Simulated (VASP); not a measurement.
# TiAl (P3m1) in VASP: notebook

The runs below take TiAl through single point, with PBEsol.

All numbers are computed with VASP 6.6.1; they aren't measurements. Logs are shortened: lines on timing, memory, paths and dates and some standing lists are left out, and cuts for length are marked.

## 1. The cell of the first run

The structure is trigonal, space group P3m1 (No. 156). The conventional cell has a = 2.867 Å, b = 2.867 Å, c = 4.678 Å, α = 90.00°, β = 90.00°, γ = 120.00°. Within 3.6 Å of Ti (site symmetry 3m) lie 6 Al at 2.70 to 3.03 Å and 6 Ti at 2.87 Å. Al (site symmetry 3m) has 6 Ti at 2.70 to 3.03 Å and 6 Al at 2.87 Å within 3.6 Å.

## 2. Single point, PBEsol (all Ti atoms moved -0.200 Å, as atom 1 along Cartesian [0 0 1])

Input file INCAR:

```
SYSTEM = TiAl
ALGO     = Fast           ! electronic algorithm
EDIFF    = 1E-7           ! SCF threshold, eV
ENCUT    = 520            ! plane-wave cutoff, eV
GGA      = PS             ! functional
ISIF     = 2              ! what is computed and relaxed
ISMEAR   = 0              ! smearing method
LASPH    = .TRUE.         ! aspherical terms in the spheres
LCHARG   = .FALSE.        ! write CHGCAR
LREAL    = .FALSE.        ! projectors in reciprocal space
LWAVE    = .FALSE.        ! write WAVECAR
NBANDS   = 14             ! bands
NELM     = 100            ! most SCF steps
PREC     = Accurate       ! precision mode
SIGMA    = 0.15           ! smearing width, eV
```

Input file KPOINTS:

```
k-points
0
G
  18 18 10
  0 0 0
```

Input file POSCAR:

```
TiAl
1.0
    2.8672622327      0.0000000000      0.0000000000
   -1.4336311163      2.4831219328      0.0000000000
    0.0000000000      0.0000000000      4.6780830000
Ti Al
1 1
Direct
    0.0000000000      0.0000000000     -0.0427525548
    0.3333333333      0.6666666667      0.5000000000
```

Potentials or basis: VASP PAW PBE potentials, release 64 (Ti_sv, Al).

Command:

```sh
> cat potpaw_PBE.64/Ti_sv/POTCAR potpaw_PBE.64/Al/POTCAR > POTCAR
> mpirun -np 1 vasp_std > vasp.out
```

OUTCAR:

```text
SYSTEM = TiAl
   EDIFF = 1E-7
   ENCUT = 520
   GGA = PS
   ISIF = 2
   ISMEAR = 0
   LASPH = .TRUE.
   LREAL = .FALSE.
   NELM = 100
   PREC = Accurate

 ion  position               nearest neighbor table
   1  0.000  0.000  0.957-   2 2.70   2 2.70   2 2.70   2 3.03   2 3.03   2 3.03
   2  0.333  0.667  0.500-   1 2.70   1 2.70   1 2.70   1 3.03   1 3.03   1 3.03

  LATTYP: Found a hexagonal cell.
 ALAT       =     2.8672622327
 C/A-ratio  =     1.6315504549

  Lattice vectors:

 A1 = (   2.8672622327,   0.0000000000,   0.0000000000)
 A2 = (  -1.4336311163,   2.4831219328,   0.0000000000)
 A3 = (   0.0000000000,   0.0000000000,   4.6780830000)

Analysis of symmetry for initial positions (statically):
=====================================================================
 Subroutine PRICEL returns:
 Original cell was already a primitive cell.

 Routine SETGRP: Setting up the symmetry group for a
 hexagonal supercell.

 Subroutine GETGRP returns: Found  6 space group operations
 (whereof  6 operations were pure point group operations)
 out of a pool of 24 trial point group operations.

The static configuration has the point symmetry C_3v.

Analysis of symmetry for dynamics (positions and initial velocities):
=====================================================================
 Subroutine PRICEL returns:
 Original cell was already a primitive cell.

 Routine SETGRP: Setting up the symmetry group for a
 hexagonal supercell.

 Subroutine GETGRP returns: Found  6 space group operations
 (whereof  6 operations were pure point group operations)
 out of a pool of 24 trial point group operations.

The dynamic configuration has the point symmetry C_3v.

 Subroutine INISYM returns: Found  6 space group operations
 (whereof  6 operations are pure point group operations),
 and found     1 'primitive' translations

----------------------------------------------------------------------------------------

                                     Primitive cell

  volume of cell :      33.3068

  direct lattice vectors                    reciprocal lattice vectors
     2.867262233  0.000000000  0.000000000     0.348764751  0.201359423  0.000000000
    -1.433631116  2.483121933  0.000000000     0.000000000  0.402718846  0.000000000
     0.000000000  0.000000000  4.678083000     0.000000000  0.000000000  0.213762774

  length of vectors
     2.867262233  2.867262233  4.678083000     0.402718846  0.402718846  0.213762774

  position of ions in fractional coordinates (direct lattice)
     0.000000000  0.000000000  0.957247445
     0.333333333  0.666666667  0.500000000

  ion indices of the primitive-cell ions
   primitive index   ion index
                 1           1
                 2           2

----------------------------------------------------------------------------------------

 KPOINTS: k-points

Automatic generation of k-mesh.
 Grid dimensions read from file:
 generate k-points for:   18   18   10

 Generating k-lattice:

  Cartesian coordinates                     Fractional coordinates (reciprocal lattice)
     0.019375820  0.011186635  0.000000000     0.055555556  0.000000000  0.000000000
     0.000000000  0.022373269  0.000000000     0.000000000  0.055555556  0.000000000
     0.000000000  0.000000000  0.021376277     0.000000000  0.000000000  0.100000000

  Length of vectors
     0.022373269  0.022373269  0.021376277

  Shift w.r.t. Gamma in fractional coordinates (k-lattice)
     0.000000000  0.000000000  0.000000000

 Subroutine IBZKPT returns following result:
 ===========================================

 Found    330 irreducible k-points:

 Following reciprocal coordinates:
            Coordinates               Weight
  0.000000  0.000000  0.000000      1.000000
  0.055556 -0.000000  0.000000      6.000000
  0.111111 -0.000000  0.000000      6.000000
  0.166667 -0.000000  0.000000      6.000000
  0.222222 -0.000000  0.000000      6.000000
  0.277778 -0.000000  0.000000      6.000000
[... 16 lines left out ...]
  0.333333  0.111111  0.000000     12.000000
  0.388889  0.111111  0.000000     12.000000
 [... further k-points ...]
   k-points           NKPTS =    330   k-points in BZ     NKDIM =    330   number of bands    NBANDS=     14
   number of dos      NEDOS =    301   number of ions     NIONS =      2
   total plane-waves  NPLWV =  20736
   dimension x,y,z NGX =    24 NGY =   24 NGZ =   36
   dimension x,y,z NGXF=    48 NGYF=   48 NGZF=   72
   ions per type =               1   1
   NGX,Y,Z   is equivalent  to a cutoff of  13.92, 13.92, 12.79 a.u.
   NGXF,Y,Z  is equivalent  to a cutoff of  27.83, 27.83, 25.59 a.u.
 SYSTEM =  TiAl
   PREC   = accura    normal or accurate (medium, high low for compatibility)
   ISTART =      0    job   : 0-new  1-cont  2-samecut
   ICHARG =      2    charge: 1-file 2-atom 10-const
   ISPIN  =      1    spin polarized calculation?
   LNONCOLLINEAR =      F non collinear calculations
   LSORBIT =      F    spin-orbit coupling
   LASPH  =      T    aspherical Exc in radial PAW
   ENCUT  =  520.0 eV  38.22 Ry    6.18 a.u.   5.33  5.33  8.70*2*pi/ulx,y,z
   NELM   =    100;   NELMIN=  2; NELMDL= -5     # of ELM steps
   EDIFF  = 0.1E-06   stopping-criterion for ELM
   LREAL  =      F    real-space projection
   EDIFFG = 0.1E-05   stopping-criterion for IOM
   NSW    =      0    number of steps for IOM
   IBRION =     -1    ionic relax: 0-MD 1-quasi-New 2-CG
   NFREE  =      0    steps in history (QN), initial steepest desc. (CG)
   ISIF   =      2    stress and relaxation
   ISYM   =      2    0-nonsym 1-usesym 2-fastsym
   POTIM  = 0.5000    time-step for ionic-motion
   TEBEG  =    0.0;   TEEND  =   0.0 temperature during run
   PSTRESS=    0.0 pullay stress
   NELECT =      15.0000    total number of electrons
   NUPDOWN=      -1.0000    fix difference up-down
   EMIN   =  10.00;   EMAX   =-10.00  energy-range for DOS
   EFERMI =   0.00;   METHOD = LEGACY
   ISMEAR =     0;   SIGMA  =   0.15  broadening in eV -4-tet -1-fermi 0-gaus
   EFERMI_NEDOS =   21; number of points for ismear=-14 and -15
   IALGO  =     68    algorithm
   IMIX   =      4    mixing-type and parameters
     AMIX     =   0.40;   BMIX     =  1.00
     AMIX_MAG =   1.60;   BMIX_MAG =  1.00
  volume/ion in A,a.u.               =      16.65       112.38
  Fermi-wavevector in a.u.,A,eV,Ry     =   1.254857  2.371335 21.424622  1.574665
  Thomas-Fermi vector in A             =   2.388641
   LORBIT       =      0    0 simple, 1 ext, 2 COOP (PROOUT), +10 PAW based schemes
   GGA     = PS    functional components
   LHFCALC =     F    Hartree Fock is set to
   AEXX    =    0.0000 exact exchange contribution
   IVDW    =     0    specifies the selected vdW correction
   LEPSILON=     F    determine dielectric tensor
   LRPA    =     F    only Hartree local field effects (RPA)
 non-spin polarized calculation
 RMM-DIIS sequential band-by-band and
 Gauss-broadening in eV      SIGMA  =   0.15
  energy-cutoff  :      520.00
  volume of cell :       33.31
 maximum number of plane-waves:       917
 NGX is ok and might be reduce to    24
   NGX = 11   NGY = 11   NGZ = 17

 number of electron      15.0000001 magnetization

 Free energy of the ion-electron system (eV)
  ---------------------------------------------------
  ext. energy  EPLUGINS =         0.00000000
  ---------------------------------------------------
  free energy    TOTEN  =       -12.80337441 eV

  energy without entropy =      -12.77423986  energy(sigma->0) =      -12.78880713

 E-fermi :   7.7611     XC(G=0): -11.0167

 val. band max:        7.7606432712   @ k =  -0.0556   0.2778   0.4000
 cond. band min:       7.7619876910   @ k =  -0.1111   0.3333   0.1000
 fundamental gap:      0.0013444198
 Fermi energy:         7.7611187308

 k-point     1 :       0.0000    0.0000    0.0000
  band No.  band energies     occupation
      1     -48.5155      2.00000
      2     -24.9391      2.00000
      3     -24.5189      2.00000
      4     -24.5189      2.00000
      5      -1.1477      2.00000
      6       5.3655      2.00000
      7       6.0772      2.00000
      8       9.0141      0.00000
      9       9.0141      0.00000
     10      10.4972      0.00000
     11      10.4972      0.00000
     12      11.6512      0.00000
     13      20.6708      0.00000
     14      20.6711      0.00000

 k-point     2 :       0.0556   -0.0000    0.0000
  band No.  band energies     occupation
      1     -48.5126      2.00000
      2     -24.9362      2.00000
      3     -24.5371      2.00000
      4     -24.5230      2.00000
      5      -1.0710      2.00000
      6       5.4446      2.00000
      7       6.0901      2.00000
      8       8.9382      0.00000
      9       9.0771      0.00000
     10      10.4753      0.00000
     11      10.5130      0.00000
     12      11.6703      0.00000
     13      19.3577      0.00000
     14      19.8989      0.00000

 k-point     3 :       0.1111   -0.0000    0.0000
  band No.  band energies     occupation
      1     -48.5042      2.00000
      2     -24.9279      2.00000
      3     -24.5894      2.00000
      4     -24.5348      2.00000
      5      -0.8420      2.00000
      6       5.6630      2.00000
      7       6.1360      2.00000
      8       8.7301      0.00000
      9       9.2623      0.00000
     10      10.4129      0.00000
     11      10.5629      0.00000
     12      11.7242      0.00000
     13      17.5312      0.00000
     14      18.9827      0.00000
[... 324 lines left out ...]
 k-point    23 :       0.3333    0.1111    0.0000
  band No.  band energies     occupation
      1     -48.4263      2.00000
      2     -25.0246      2.00000
      3     -24.8505      2.00000
      4     -24.6780      2.00000
      5       2.5828      2.00000
      6       6.1915      2.00000
      7       6.6330      2.00000
      8       7.3313      1.99995
      9       9.4245      0.00000
     10      10.5831      0.00000
     11      11.8294      0.00000
     12      12.1200      0.00000
     13      13.0989      0.00000
     14      14.1485      0.00000

 k-point    24 :       0.3889    0.1111    0.0000
  band No.  band energies     occupation
      1     -48.4183      2.00000
      2     -25.0673      2.00000
      3     -24.8426      2.00000
      4     -24.6929      2.00000
      5       3.5381      2.00000
      6       5.6549      2.00000
      7       6.5116      2.00000
      8       6.9930      2.00000
      9       9.3042      0.00000
     10      10.8323      0.00000
     11      11.8147      0.00000
     12      12.4353      0.00000
     13      13.3375      0.00000
     14      14.1880      0.00000

 [... further k-points ...]
[... 5 lines left out ...]
  --------------------------------------------------------------------------------------
  -------------------------------------------------------------------------------------
  Total       -0.2390740     -0.2390740     -0.0974041     -0.0000000      0.0000000      0.0000000
  in kB      -11.5003086    -11.5003086     -4.6854826     -0.0000000      0.0000000      0.0000000
  external PRESSURE =      -9.2287000 kB  Pullay stress =       0.0000000 kB

 VOLUME and BASIS-vectors are now :
 -----------------------------------------------------------------------------
  energy-cutoff  :      520.00
  volume of cell :       33.31
      direct lattice vectors                 reciprocal lattice vectors
     2.867262233  0.000000000  0.000000000     0.348764751  0.201359423  0.000000000
    -1.433631116  2.483121933  0.000000000     0.000000000  0.402718846  0.000000000
     0.000000000  0.000000000  4.678083000     0.000000000  0.000000000  0.213762774

 POSITION                                       TOTAL-FORCE (eV/Angst)
 -----------------------------------------------------------------------------------
      0.00000      0.00000      4.47808        -0.000000     -0.000000      1.382548
     -0.00000      1.65541      2.33904         0.000000      0.000000     -1.382548
 -----------------------------------------------------------------------------------
    total drift:                                0.000000     -0.000000      0.001010

  FREE ENERGIE OF THE ION-ELECTRON SYSTEM (eV)
  ---------------------------------------------------
  free  energy   TOTEN  =       -12.8033744105 eV

  energy  without entropy=      -12.7742398585  energy(sigma->0) =      -12.78880713
```

Run time: 4.7 min. Hardware: 1 thread of AMD EPYC 9R45 (Zen 5), shared host; peak memory 0.25 GiB.

Results:

```
Free energy            : -12.8034 eV
Pressure               : -0.9 GPa
Largest force          : 1.383 eV/Å
Band gap on the k mesh : zero (an odd number of electrons rules out a gap without spin polarisation)
```

Forces in eV/Å, atoms in the order of the input:
```
Ti   0.000  0.000  1.383
Al   0.000  0.000 -1.383
```

Stress tensor (GPa, compression positive):
```
-1.15  0.00  0.00
 0.00 -1.15  0.00
 0.00  0.00 -0.47
```

Levels at points of the mesh, in eV from the Fermi level:
| k point | band 4 | band 5 | band 6 | band 7 | band 8 | band 9 | band 10 | band 11 |
| --- | --- | --- | --- | --- | --- | --- | --- | --- |
| (0.00, 0.00, 0.00) | -32.28 | -8.91 | -2.40 | -1.68 | 1.25 | 1.25 | 2.74 | 2.74 |
| (0.50, 0.00, 0.00) | -32.41 | -3.70 | -2.93 | -1.39 | -1.01 | 2.05 | 3.96 | 4.11 |
| (0.00, 0.00, 0.50) | -32.28 | -8.03 | -5.23 | -0.42 | 1.27 | 1.27 | 2.66 | 2.66 |
| (0.50, 0.00, 0.50) | -32.41 | -3.68 | -2.52 | -1.72 | 0.58 | 1.01 | 1.86 | 2.93 |

Caveat: the cell differs from its parent crystal (all Ti atoms moved -0.200 Å, as atom 1 along Cartesian [0 0 1]); the PAW data sets were made with another functional, which shifts forces and pressure a little.

## 3. Single point, PBEsol (all Ti atoms moved +0.150 Å, as atom 1 along Cartesian [0 0 1])

Input file INCAR:

```
SYSTEM = TiAl
ALGO = Fast ; EDIFF = 1E-7
ENCUT = 520 ; GGA = PS
ISIF = 2 ; ISMEAR = 0
LASPH = .TRUE. ; LCHARG = .FALSE.
LREAL = .FALSE. ; LWAVE = .FALSE.
NBANDS = 14 ; NELM = 100
PREC = Accurate ; SIGMA = 0.15
```

KPOINTS is that of step 2.

POSCAR, as its differences from that of step 2:

```diff
@@ -8,3 +8,3 @@
 Direct
-    0.0000000000      0.0000000000     -0.0427525548
+    0.0000000000      0.0000000000      0.0320644161
     0.3333333333      0.6666666667      0.5000000000
```

Potentials or basis: VASP PAW PBE potentials, release 64 (Ti_sv, Al).

Command:

```sh
> cat potpaw_PBE.64/Ti_sv/POTCAR potpaw_PBE.64/Al/POTCAR > POTCAR
> mpirun -np 1 vasp_std > vasp.out
```

Wall time 4.7 min (1 thread of AMD EPYC 9R45 (Zen 5), shared host); peak memory 0.25 GiB.

The run converged. Its results:

| Quantity | Value |
| --- | --- |
| Free energy | -12.8634 eV |
| Pressure | -1.8 GPa |
| Largest force | 1.022 eV/Å |
| Band gap on the k mesh | zero (an odd number of electrons rules out a gap without spin polarisation) |

Forces in eV/Å, atoms in the order of the input:
```
Ti   0.000  0.000 -1.022
Al   0.000  0.000  1.022
```

Stress tensor (GPa, compression positive):
```
-1.73  0.00  0.00
 0.00 -1.73  0.00
 0.00  0.00 -1.92
```

Levels at points of the mesh, in eV from the Fermi level:
```csv
k point,band 4,band 5,band 6,band 7,band 8,band 9,band 10,band 11
"(0.00, 0.00, 0.00)",-32.28,-8.91,-2.36,-1.74,1.26,1.26,2.75,2.75
"(0.50, 0.00, 0.00)",-32.42,-3.70,-2.88,-1.45,-1.00,2.07,3.96,4.09
"(0.00, 0.00, 0.50)",-32.28,-8.03,-5.25,-0.42,1.28,1.28,2.67,2.67
"(0.50, 0.00, 0.50)",-32.42,-3.66,-2.47,-1.76,0.56,0.98,1.87,2.93
```

Caveat: the cell differs from its parent crystal (all Ti atoms moved +0.150 Å, as atom 1 along Cartesian [0 0 1]); the PAW data sets were made with another functional, which shifts forces and pressure a little.
